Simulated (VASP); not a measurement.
A run of VASP 6.6.1 is set up as follows.

File INCAR:

```
SYSTEM = Al2O3
PREC = Accurate ; ENCUT = 520
EDIFF = 1E-7 ; ISMEAR = 0
SIGMA = 0.02 ; LREAL = .False.
LASPH = .True. ; NELM = 100
ALGO = Fast ; ISIF = 2
LWAVE = .False. ; LCHARG = .False.
GGA = PE ; NBANDS = 35
```

Contents of KPOINTS:

```
regular mesh
0
Gamma
  6 6 6
  0 0 0
```

File POSCAR:

```
Al2O3
1.0
   -2.9248375773      2.9248375773     10.0933742653
    2.9248375773     -2.9248375773     10.0933742653
    2.9248375773      2.9248375773    -10.0933742653
Al O
4 6
Direct
    0.0834288043      0.0834288043      0.0000000000
    0.8334288043      0.3334288043      0.5000000000
    0.9165711957      0.9165711957      0.0000000000
    0.6665711957      0.1665711957      0.5000000000
    0.0000000000      0.0000000000      0.0000000000
    0.3750000000      0.1250000000      0.2500000000
    0.8750000000      0.1250000000      0.7500000000
    0.8750000000      0.1250000000      0.2500000000
    0.8750000000      0.6250000000      0.7500000000
    0.7500000000      0.2500000000      0.5000000000
```

Potentials or basis: VASP PAW PBE potentials, release 64 (Al, O).

Launch:

```bash
$ cat potpaw_PBE.64/Al/POTCAR potpaw_PBE.64/O/POTCAR > POTCAR
$ mpirun -np 1 vasp_std > vasp.out
```

(1) Estimate the band gap on the k mesh.

(2) What does it give for the pressure?

Results:

(1) 3.41 eV.

(2) 0.0 GPa.
